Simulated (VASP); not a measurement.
# Mo (Fd-3m) in VASP: a series of runs

The runs below take Mo through single point, relaxation of cell and atoms, with revPBE.

Everything below comes from runs of VASP 6.6.1. Logs are shortened: lines on timing, memory, paths and dates and some standing lists are left out, and cuts for length are marked.

## 1. The cell of the first run

The structure is cubic, space group Fd-3m (No. 227). Conventional cell: a = 5.718 Å, b = 5.718 Å, c = 5.718 Å, α = 90.00°, β = 90.00°, γ = 90.00°. Mo (site symmetry -43m) has 4 Mo at 2.48 Å within 3.3 Å.

## 2. Single point, revPBE

Input file INCAR:

```
SYSTEM = Mo
PREC = Accurate ; ENCUT = 520
EDIFF = 1E-7 ; ISMEAR = -1
SIGMA = 0.1 ; LREAL = .False.
LASPH = .True. ; NELM = 80
ALGO = Normal ; ISIF = 2
LWAVE = .False. ; LCHARG = .False.
GGA = RE ; NBANDS = 21
```

Input file KPOINTS:

```
regular mesh
0
Gamma
  11 11 11
  0 0 0
```

Input file POSCAR:

```
Mo
1.0
    0.0000000000      2.8588492987      2.8588492987
    2.8588492987      0.0000000000      2.8588492987
    2.8588492987      2.8588492987      0.0000000000
Mo
2
Direct
    0.1250000000      0.1250000000      0.1250000000
    0.8750000000      0.8750000000      0.8750000000
```

Potentials or basis: VASP PAW PBE potentials, release 64 (Mo_sv).

On the command line:

```
$ cat potpaw_PBE.64/Mo_sv/POTCAR > POTCAR
$ mpirun -np 1 vasp_std > vasp.out
```

OUTCAR:

```text
SYSTEM = Mo
   PREC = Accurate
   ENCUT = 520
   EDIFF = 1E-7
   ISMEAR = -1
   LREAL = .False.
   LASPH = .True.
   NELM = 80
   ISIF = 2
   GGA = RE

 ion  position               nearest neighbor table
   1  0.125  0.125  0.125-   2 2.48   2 2.48   2 2.48   2 2.48
   2  0.875  0.875  0.875-   1 2.48   1 2.48   1 2.48   1 2.48

  LATTYP: Found a face centered cubic cell.
 ALAT       =     5.7176985974

  Lattice vectors:

 A1 = (   0.0000000000,   2.8588492987,   2.8588492987)
 A2 = (   2.8588492987,   0.0000000000,   2.8588492987)
 A3 = (   2.8588492987,   2.8588492987,   0.0000000000)

Analysis of symmetry for initial positions (statically):
=====================================================================
 Subroutine PRICEL returns:
 Original cell was already a primitive cell.

 Routine SETGRP: Setting up the symmetry group for a
 face centered cubic supercell.

 Subroutine GETGRP returns: Found 48 space group operations
 (whereof 12 operations were pure point group operations)
 out of a pool of 48 trial point group operations.

The static configuration has the point symmetry D_3d.
 The point group associated with its full space group is O_h .

Analysis of symmetry for dynamics (positions and initial velocities):
=====================================================================
 Subroutine PRICEL returns:
 Original cell was already a primitive cell.

 Routine SETGRP: Setting up the symmetry group for a
 face centered cubic supercell.

 Subroutine GETGRP returns: Found 48 space group operations
 (whereof 12 operations were pure point group operations)
 out of a pool of 48 trial point group operations.

The dynamic configuration has the point symmetry D_3d.
 The point group associated with its full space group is O_h .

 Subroutine INISYM returns: Found 48 space group operations
 (whereof 12 operations are pure point group operations),
 and found     1 'primitive' translations

----------------------------------------------------------------------------------------

                                     Primitive cell

  volume of cell :      46.7309

  direct lattice vectors                    reciprocal lattice vectors
     0.000000000  2.858849299  2.858849299    -0.174895543  0.174895543  0.174895543
     2.858849299  0.000000000  2.858849299     0.174895543 -0.174895543  0.174895543
     2.858849299  2.858849299  0.000000000     0.174895543  0.174895543 -0.174895543

  length of vectors
     4.043023451  4.043023451  4.043023451     0.302927966  0.302927966  0.302927966

  position of ions in fractional coordinates (direct lattice)
     0.125000000  0.125000000  0.125000000
     0.875000000  0.875000000  0.875000000

  ion indices of the primitive-cell ions
   primitive index   ion index
                 1           1
                 2           2

----------------------------------------------------------------------------------------

 KPOINTS: regular mesh

Automatic generation of k-mesh.
 Grid dimensions read from file:
 generate k-points for:   11   11   11

 Generating k-lattice:

  Cartesian coordinates                     Fractional coordinates (reciprocal lattice)
    -0.015899595  0.015899595  0.015899595     0.090909091  0.000000000  0.000000000
     0.015899595 -0.015899595  0.015899595     0.000000000  0.090909091  0.000000000
     0.015899595  0.015899595 -0.015899595     0.000000000  0.000000000  0.090909091

  Length of vectors
     0.027538906  0.027538906  0.027538906

  Shift w.r.t. Gamma in fractional coordinates (k-lattice)
     0.000000000  0.000000000  0.000000000

 Subroutine IBZKPT returns following result:
 ===========================================

 Found     56 irreducible k-points:

 Following reciprocal coordinates:
            Coordinates               Weight
  0.000000  0.000000  0.000000      1.000000
  0.090909  0.000000  0.000000      8.000000
  0.181818  0.000000  0.000000      8.000000
  0.272727  0.000000  0.000000      8.000000
  0.363636  0.000000  0.000000      8.000000
  0.454545  0.000000  0.000000      8.000000
[... 16 lines left out ...]
 -0.272727  0.181818  0.000000     24.000000
 -0.181818  0.181818  0.000000     12.000000
 [... further k-points ...]
   k-points           NKPTS =     56   k-points in BZ     NKDIM =     56   number of bands    NBANDS=     21
   number of dos      NEDOS =    301   number of ions     NIONS =      2
   total plane-waves  NPLWV =  27000
   dimension x,y,z NGX =    30 NGY =   30 NGZ =   30
   dimension x,y,z NGXF=    60 NGYF=   60 NGZF=   60
   ions per type =               2
   NGX,Y,Z   is equivalent  to a cutoff of  12.34, 12.34, 12.34 a.u.
   NGXF,Y,Z  is equivalent  to a cutoff of  24.67, 24.67, 24.67 a.u.
 SYSTEM =  Mo
   PREC   = accura    normal or accurate (medium, high low for compatibility)
   ISTART =      0    job   : 0-new  1-cont  2-samecut
   ICHARG =      2    charge: 1-file 2-atom 10-const
   ISPIN  =      1    spin polarized calculation?
   LNONCOLLINEAR =      F non collinear calculations
   LSORBIT =      F    spin-orbit coupling
   LASPH  =      T    aspherical Exc in radial PAW
   ENCUT  =  520.0 eV  38.22 Ry    6.18 a.u.   7.52  7.52  7.52*2*pi/ulx,y,z
   NELM   =     80;   NELMIN=  2; NELMDL= -5     # of ELM steps
   EDIFF  = 0.1E-06   stopping-criterion for ELM
   LREAL  =      F    real-space projection
   EDIFFG = 0.1E-05   stopping-criterion for IOM
   NSW    =      0    number of steps for IOM
   IBRION =     -1    ionic relax: 0-MD 1-quasi-New 2-CG
   NFREE  =      0    steps in history (QN), initial steepest desc. (CG)
   ISIF   =      2    stress and relaxation
   ISYM   =      2    0-nonsym 1-usesym 2-fastsym
   POTIM  = 0.5000    time-step for ionic-motion
   TEBEG  =    0.0;   TEEND  =   0.0 temperature during run
   PSTRESS=    0.0 pullay stress
   NELECT =      28.0000    total number of electrons
   NUPDOWN=      -1.0000    fix difference up-down
   EMIN   =  10.00;   EMAX   =-10.00  energy-range for DOS
   EFERMI =   0.00;   METHOD = LEGACY
   ISMEAR =    -1;   SIGMA  =   0.10  broadening in eV -4-tet -1-fermi 0-gaus
   EFERMI_NEDOS =   21; number of points for ismear=-14 and -15
   IALGO  =     38    algorithm
   IMIX   =      4    mixing-type and parameters
     AMIX     =   0.40;   BMIX     =  1.00
     AMIX_MAG =   1.60;   BMIX_MAG =  1.00
  volume/ion in A,a.u.               =      23.37       157.68
  Fermi-wavevector in a.u.,A,eV,Ry     =   1.380150  2.608105 25.916563  1.904814
  Thomas-Fermi vector in A             =   2.505054
   LORBIT       =      0    0 simple, 1 ext, 2 COOP (PROOUT), +10 PAW based schemes
   GGA     = RE    functional components
   LHFCALC =     F    Hartree Fock is set to
   AEXX    =    0.0000 exact exchange contribution
   IVDW    =     0    specifies the selected vdW correction
   LEPSILON=     F    determine dielectric tensor
   LRPA    =     F    only Hartree local field effects (RPA)
 non-spin polarized calculation
  energy-cutoff  :      520.00
  volume of cell :       46.73
 maximum number of plane-waves:      1283
 NGX is ok and might be reduce to    30
   NGX = 15   NGY = 15   NGZ = 15

 number of electron      28.0000005 magnetization

 Free energy of the ion-electron system (eV)
  ---------------------------------------------------
  ext. energy  EPLUGINS =         0.00000000
  ---------------------------------------------------
  free energy    TOTEN  =       -16.63902565 eV

  energy without entropy =      -16.54614279  energy(sigma->0) =      -16.59258422

 E-fermi :   6.7601     XC(G=0): -10.7087

 val. band max:        6.7552129009   @ k =   0.2727   0.2727   0.0000
 cond. band min:       6.7605206571   @ k =   0.3636   0.1818   0.0000
 fundamental gap:      0.0053077562
 Fermi energy:         6.7600796396

 k-point     1 :       0.0000    0.0000    0.0000
  band No.  band energies     occupation
      1     -53.6734      2.00000
      2     -53.0291      2.00000
      3     -28.0649      2.00000
      4     -28.0649      2.00000
      5     -28.0649      2.00000
      6     -27.0035      2.00000
[... 13 lines left out ...]
     20      18.1035      0.00000
     21      18.8250      0.00000

 k-point     2 :       0.0909    0.0000    0.0000
  band No.  band energies     occupation
      1     -53.6639      2.00000
      2     -53.0391      2.00000
      3     -28.0758      2.00000
      4     -28.0758      2.00000
      5     -28.0640      2.00000
      6     -27.0045      2.00000
[... 13 lines left out ...]
     20      17.3893      0.00000
     21      18.8721      0.00000

 k-point     3 :       0.1818    0.0000    0.0000
  band No.  band energies     occupation
      1     -53.6369      2.00000
      2     -53.0677      2.00000
      3     -28.1038      2.00000
      4     -28.1038      2.00000
      5     -28.0620      2.00000
      6     -27.0066      2.00000
[... 13 lines left out ...]
     20      16.5075      0.00000
     21      17.4449      0.00000

 k-point     4 :       0.2727    0.0000    0.0000
  band No.  band energies     occupation
      1     -53.5968      2.00000
      2     -53.1099      2.00000
      3     -28.1385      2.00000
      4     -28.1385      2.00000
      5     -28.0603      2.00000
      6     -27.0082      2.00000
[... 13 lines left out ...]
     20      14.7205      0.00000
     21      16.7311      0.00000

 k-point     5 :       0.3636    0.0000    0.0000
  band No.  band energies     occupation
      1     -53.5526      2.00000
      2     -53.1560      2.00000
      3     -28.1685      2.00000
      4     -28.1685      2.00000
      5     -28.0597      2.00000
      6     -27.0086      2.00000
[... 13 lines left out ...]
     20      12.8459      0.00000
     21      16.5413      0.00000
[... 382 lines left out ...]
     20      11.3572      0.00000
     21      14.9460      0.00000

 k-point    22 :      -0.3636    0.1818    0.0000
  band No.  band energies     occupation
      1     -53.4974      2.00000
      2     -53.2130      2.00000
      3     -28.2887      2.00000
      4     -28.2029      2.00000
      5     -27.9022      2.00000
      6     -27.1616      2.00000
[... 13 lines left out ...]
     20      11.9359      0.00000
     21      14.7773      0.00000

 k-point    23 :      -0.2727    0.1818    0.0000
  band No.  band energies     occupation
      1     -53.5377      2.00000
      2     -53.1715      2.00000
      3     -28.2636      2.00000
      4     -28.1712      2.00000
      5     -27.9397      2.00000
      6     -27.1249      2.00000
[... 13 lines left out ...]
     20      13.4767      0.00000
     21      14.9516      0.00000

 k-point    24 :      -0.1818    0.1818    0.0000
  band No.  band energies     occupation
      1     -53.5816      2.00000
      2     -53.1258      2.00000
      3     -28.2169      2.00000
      4     -28.1368      2.00000
      5     -27.9867      2.00000
      6     -27.0798      2.00000
[... 13 lines left out ...]
     20      15.2966      0.00000
     21      15.5046      0.00000

 [... further k-points ...]
[... 5 lines left out ...]
  --------------------------------------------------------------------------------------
  -------------------------------------------------------------------------------------
  Total        0.1075759      0.1075759      0.1075759      0.0000000      0.0000000     -0.0000000
  in kB        3.6882618      3.6882618      3.6882618      0.0000000      0.0000000     -0.0000000
  external PRESSURE =       3.6882618 kB  Pullay stress =       0.0000000 kB

 VOLUME and BASIS-vectors are now :
 -----------------------------------------------------------------------------
  energy-cutoff  :      520.00
  volume of cell :       46.73
      direct lattice vectors                 reciprocal lattice vectors
     0.000000000  2.858849299  2.858849299    -0.174895543  0.174895543  0.174895543
     2.858849299  0.000000000  2.858849299     0.174895543 -0.174895543  0.174895543
     2.858849299  2.858849299  0.000000000     0.174895543  0.174895543 -0.174895543

 POSITION                                       TOTAL-FORCE (eV/Angst)
 -----------------------------------------------------------------------------------
      0.71471      0.71471      0.71471        -0.000000     -0.000000     -0.000000
      5.00299      5.00299      5.00299         0.000000      0.000000      0.000000
 -----------------------------------------------------------------------------------
    total drift:                               -0.000000      0.000000      0.000000

  FREE ENERGIE OF THE ION-ELECTRON SYSTEM (eV)
  ---------------------------------------------------
  free  energy   TOTEN  =       -16.6390256547 eV

  energy  without entropy=      -16.5461427890  energy(sigma->0) =      -16.59258422
```

Run time: 29 s. Hardware: 1 thread of Intel Xeon 6975P-C (Granite Rapids), shared host; peak memory 0.18 GiB.

What came out:

* Free energy: -16.6390 eV
* Pressure: 0.4 GPa
* Band gap on the k mesh: zero (band 14 reaches 7.01 eV, above the bottom of band 15 at 6.55 eV)

Caveat: the PAW data sets were made with another functional, which shifts forces and pressure a little.

## 3. Single point, revPBE (volume scaled by 1.04)

Input file INCAR:

```
PREC = Accurate
ENCUT = 520
EDIFF = 1E-6
ISMEAR = -1
SIGMA = 0.1
LREAL = F
LASPH = T
NELM = 100
ALGO = Normal
ISIF = 2
LWAVE = F
LCHARG = T
GGA = RE
LELF = T
LVHAR = T
NBANDS = 21
```

Input file KPOINTS:

```
regular mesh
0
Gamma
  11 11 11
```

Input file POSCAR:

```
Mo
1.0
    0.0000000000      2.8964700511      2.8964700511
    2.8964700511      0.0000000000      2.8964700511
    2.8964700511      2.8964700511      0.0000000000
Mo
2
Direct
    0.1250000000      0.1250000000      0.1250000000
    0.8750000000      0.8750000000      0.8750000000
```

Potentials or basis: VASP PAW PBE potentials, release 64 (Mo_sv).

On the command line:

```
$ cat potpaw_PBE.64/Mo_sv/POTCAR > POTCAR
$ mpirun -np 1 vasp_std > vasp.out
```

Run time: 32 s. Hardware: 1 thread of Intel Xeon 6975P-C (Granite Rapids), shared host; peak memory 0.18 GiB.

It converged, with:

* Free energy: -16.6213 eV
* Pressure: -3.4 GPa
* Band gap on the k mesh: zero (band 14 reaches 6.59 eV, above the bottom of band 15 at 6.12 eV)

Levels at points of the mesh, in eV from the Fermi level:
| k point | band 11 | band 12 | band 13 | band 14 | band 15 | band 16 | band 17 | band 18 |
| --- | --- | --- | --- | --- | --- | --- | --- | --- |
| (0.00, 0.00, 0.00) | -1.98 | -1.24 | -1.24 | -1.24 | 1.27 | 1.27 | 1.27 | 4.09 |

Caveat: the PAW data sets were made with another functional, which shifts forces and pressure a little.

## 4. Single point, revPBE (volume scaled by 1.08)

Input file INCAR:

```
SYSTEM = Mo
PREC = Accurate ; ENCUT = 520
EDIFF = 1E-6 ; ISMEAR = -1
SIGMA = 0.1 ; LREAL = .False.
LASPH = .True. ; NELM = 100
ALGO = Normal ; ISIF = 2
LWAVE = .False. ; LCHARG = .False.
GGA = RE ; NBANDS = 21
```

Input file KPOINTS:

```
regular mesh
0
Gamma
  11 11 11
  0 0 0
```

Input file POSCAR:

```
Mo
1.0
    0.0000000000      2.9331381216      2.9331381216
    2.9331381216      0.0000000000      2.9331381216
    2.9331381216      2.9331381216      0.0000000000
Mo
2
Direct
    0.1250000000      0.1250000000      0.1250000000
    0.8750000000      0.8750000000      0.8750000000
```

On the command line:

```
$ cat potpaw_PBE.64/Mo_sv/POTCAR > POTCAR
$ mpirun -np 1 vasp_std > vasp.out
```

It took 19 s on 1 thread of Intel Xeon 6975P-C (Granite Rapids), shared host; peak memory 0.19 GiB.

It converged, with:

| Quantity | Value |
| --- | --- |
| Free energy | -16.5639 eV |
| Pressure | -6.5 GPa |
| Band gap on the k mesh | zero (band 14 reaches 6.20 eV, above the bottom of band 15 at 5.73 eV) |

Levels at points of the mesh, in eV from the Fermi level:
| k point | band 10 | band 11 | band 12 | band 13 | band 14 | band 15 | band 16 | band 17 | band 18 | band 19 |
| --- | --- | --- | --- | --- | --- | --- | --- | --- | --- | --- |
| (0.00, 0.00, 0.00) | -1.84 | -1.84 | -1.19 | -1.19 | -1.19 | 1.24 | 1.24 | 1.24 | 3.91 | 3.91 |

Caveat: the PAW data sets were made with another functional, which shifts forces and pressure a little.

## 5. Single point, revPBE (volume scaled by 1.12)

Input file INCAR:

```
PREC = Accurate
ENCUT = 520
EDIFF = 1E-7
ISMEAR = -1
SIGMA = 0.1
LREAL = F
LASPH = T
NELM = 100
ALGO = Normal
ISIF = 2
LWAVE = F
LCHARG = T
GGA = RE
LELF = T
LVHAR = T
NBANDS = 21
```

Input file KPOINTS:

```
Automatic mesh
0
Gamma
  11 11 11
```

Input file POSCAR:

```
Mo
1.0
    0.0000000000      2.9689116243      2.9689116243
    2.9689116243      0.0000000000      2.9689116243
    2.9689116243      2.9689116243      0.0000000000
Mo
2
Direct
    0.1250000000      0.1250000000      0.1250000000
    0.8750000000      0.8750000000      0.8750000000
```

On the command line:

```
$ cat potpaw_PBE.64/Mo_sv/POTCAR > POTCAR
$ mpirun -np 1 vasp_std > vasp.out
```

It took 22 s on 1 thread of Intel Xeon 6975P-C (Granite Rapids), shared host; peak memory 0.2 GiB.

Results (log left out):

- Free energy: -16.4741 eV
- Pressure: -9.0 GPa
- Band gap on the k mesh: zero (band 14 reaches 5.84 eV, above the bottom of band 15 at 5.38 eV)

Levels at points of the mesh, in eV from the Fermi level:
| k point | band 12 | band 13 | band 14 | band 15 | band 16 | band 17 |
| --- | --- | --- | --- | --- | --- | --- |
| (0.00, 0.00, 0.00) | -1.14 | -1.14 | -1.14 | 1.20 | 1.20 | 1.20 |

Caveat: the PAW data sets were made with another functional, which shifts forces and pressure a little.

(Part 1 of 2 ends here.)
